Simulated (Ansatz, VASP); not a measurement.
AlAs: VASP beside Ansatz

The input INCAR:

```
SYSTEM = AlAs
  PREC = Accurate
  ENCUT = 400
  EDIFF = 1E-6
  ISMEAR = 0
  SIGMA = 0.05
  LREAL = Auto
  LASPH = .TRUE.
  NELM = 120
  ALGO = Normal
  ISIF = 2
  LWAVE = .FALSE.
  LCHARG = .FALSE.
  LDIPOL = .TRUE.
  IDIPOL = 3
  DIPOL = 0.5 0.5 0.401
  GGA = PE
  IVDW = 12
  NBANDS = 86
  GGA_COMPAT = .FALSE.
  NELMDL = -8
```

File KPOINTS:

```
regular mesh
0
G
  2 2 1
  0 0 0
```

The input POSCAR:

```
AlAs
1.0
    8.0103882425      0.0000000000      0.0000000000
    0.0000000000     11.3283996925      0.0000000000
    0.0000000000      0.0000000000     27.3944911819
Al As
16 16
Direct
    0.2500000000      0.7500000000      0.2920295160
    0.2500000000      0.2500000000      0.2920295160
    0.7500000000      0.7500000000      0.2920295160
    0.7500000000      0.2500000000      0.2920295160
    0.5000000000      0.5000000000      0.3651316972
    0.5000000000      0.0000000000      0.3651316972
    0.0000000000      0.5000000000      0.3651316972
    0.0000000000      0.0000000000      0.3651316972
    0.7476302145      0.2492939597      0.4400859262
    0.7507073159      0.7505091142      0.4415791803
    0.2511857504      0.2502643406      0.4411376676
    0.2509898878      0.7551423718      0.4433221668
    0.0041530269     -0.0361383050      0.4957426921
   -0.0019364513      0.4614273717      0.4950323763
    0.5058905027     -0.0121851253      0.5051358235
    0.4928840565      0.4639723640      0.4941440495
    0.5000000000      0.1250000000      0.2920295160
    0.5000000000      0.6250000000      0.2920295160
    0.0000000000      0.1250000000      0.2920295160
    0.0000000000      0.6250000000      0.2920295160
    0.7500000000      0.8750000000      0.3651316972
    0.7500000000      0.3750000000      0.3651316972
    0.2500000000      0.8750000000      0.3651316972
    0.2500000000      0.3750000000      0.3651316972
    0.0014304914      0.6263848987      0.4393465152
    0.0000294848      0.1270449995      0.4389192819
    0.4986784251      0.6279425285      0.4385850672
    0.4995575338      0.1254564977      0.4371826740
    0.2469212827      0.3565214899      0.5201839685
    0.2570541115      0.8653702863      0.5207419783
    0.7430245836      0.3581815743      0.5186550730
    0.7511503853      0.8609488040      0.5177801865
```

Input for Ansatz:

```yaml
crystal:
  lattice:
    - [8.0103882425, 0.0, 0.0]
    - [0.0, 11.3283996925, 0.0]
    - [0.0, 0.0, 27.3944911819]
  atoms:
    - { symbol: Al, position: [0.25, 0.75, 0.292029516] }
    - { symbol: Al, position: [0.25, 0.25, 0.292029516] }
    - { symbol: Al, position: [0.75, 0.75, 0.292029516] }
    - { symbol: Al, position: [0.75, 0.25, 0.292029516] }
    - { symbol: As, position: [0.5, 0.125, 0.292029516] }
    - { symbol: As, position: [0.5, 0.625, 0.292029516] }
    - { symbol: As, position: [0.0, 0.125, 0.292029516] }
    - { symbol: As, position: [0.0, 0.625, 0.292029516] }
    - { symbol: Al, position: [0.5, 0.5, 0.3651316972] }
    - { symbol: Al, position: [0.5, 0.0, 0.3651316972] }
    - { symbol: Al, position: [0.0, 0.5, 0.3651316972] }
    - { symbol: Al, position: [0.0, 0.0, 0.3651316972] }
    - { symbol: As, position: [0.75, 0.875, 0.3651316972] }
    - { symbol: As, position: [0.75, 0.375, 0.3651316972] }
    - { symbol: As, position: [0.25, 0.875, 0.3651316972] }
    - { symbol: As, position: [0.25, 0.375, 0.3651316972] }
    - { symbol: Al, position: [0.7476302145, 0.2492939597, 0.4400859262] }
    - { symbol: Al, position: [0.7507073159, 0.7505091142, 0.4415791803] }
    - { symbol: Al, position: [0.2511857504, 0.2502643406, 0.4411376676] }
    - { symbol: Al, position: [0.2509898878, 0.7551423718, 0.4433221668] }
    - { symbol: As, position: [0.0014304914, 0.6263848987, 0.4393465152] }
    - { symbol: As, position: [2.94848e-05, 0.1270449995, 0.4389192819] }
    - { symbol: As, position: [0.4986784251, 0.6279425285, 0.4385850672] }
    - { symbol: As, position: [0.4995575338, 0.1254564977, 0.437182674] }
    - { symbol: Al, position: [0.0041530269, -0.036138305, 0.4957426921] }
    - { symbol: Al, position: [-0.0019364513, 0.4614273717, 0.4950323763] }
    - { symbol: Al, position: [0.5058905027, -0.0121851253, 0.5051358235] }
    - { symbol: Al, position: [0.4928840565, 0.463972364, 0.4941440495] }
    - { symbol: As, position: [0.2469212827, 0.3565214899, 0.5201839685] }
    - { symbol: As, position: [0.2570541115, 0.8653702863, 0.5207419783] }
    - { symbol: As, position: [0.7430245836, 0.3581815743, 0.518655073] }
    - { symbol: As, position: [0.7511503853, 0.860948804, 0.5177801865] }
basis:
  ecutwfc: 420
kpoints:
  mp_grid: { grid: [2, 2, 1] }
hamiltonian:
  xc: pbe
  dispersion: d3bj
scf:
  occupations: { method: gaussian, width: 0.05 }
output:
  forces: true
  eigenvalues: true
  write_density: true
  volumetric_format: npy
efield:
  axis: 3
  dipole_correction: true
  ramp_width: 0.04
```

Alike in both runs: task single point; functional PBE; dispersion D3(BJ); k mesh 2 × 2 × 1; occupations gaussian, width 0.05 eV; no spin polarisation.

|  | VASP | Ansatz |
| --- | --- | --- |
| version | VASP 6.6.1 | Ansatz 0.2.0 |
| potentials or method | VASP PAW PBE potentials, release 64 (Al, As), cutoff 400 eV | scalar-relativistic, plane waves, PAW |
| valence electrons in the cell | 128 | 288 |

Ansatz gave:

* gap on the k mesh at the Fermi level (eV): 0.91
* least direct gap on the mesh (eV): 1.03
* rms of the force components (eV/Å): 0.472

Problem. Estimate VASP's values.

Solution. gap on the k mesh at the Fermi level (eV): 0.91; least direct gap on the mesh (eV): 1.02; rms of the force components (eV/Å): 0.470.

VASP's potentials hold 128 valence electrons a cell and Ansatz's 288, so a difference there can come from the potentials and not from the codes.
